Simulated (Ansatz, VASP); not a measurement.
# Rh in VASP and in Ansatz

```xyz
5
Lattice="2.6544 0.0000 0.0000 0.0000 2.6544 0.0000 0.0000 0.0000 23.5078" Properties=species:S:1:pos:R:3 pbc="T T T"
Rh    0.0000    0.0000    8.0737
Rh    1.3272    1.3272    9.8633
Rh    0.0000    0.0000   11.7539
Rh    1.3272    1.3272   13.6445
Rh    0.0000    0.0000   15.4341
```

Alike in both runs: functional LDA; k mesh 14 × 14 × 1; occupations fermi-dirac, width 0.05 eV; no spin polarisation.

Ansatz relaxed the structure, and its values are those at the end. VASP's run is a single point on that final structure, the one shown.

|  | VASP | Ansatz |
| --- | --- | --- |
| version | VASP 6.6.1 | Ansatz 0.2.0 |
| potentials or method | VASP PAW LDA potentials, release 64 (Rh_pv), cutoff 520 eV | all-electron LAPW, scalar-relativistic |

VASP gave:

| Quantity | Value |
| --- | --- |
| rms of the force components (eV/Å) | 0.018 |

Question: Estimate Ansatz's values.

Answer: rms of the force components (eV/Å): 0.003.

LDA's correlation is that of Perdew and Zunger in VASP and of Perdew and Wang (1992) in Ansatz. Ansatz ran all-electron here, and VASP with PAW potentials.
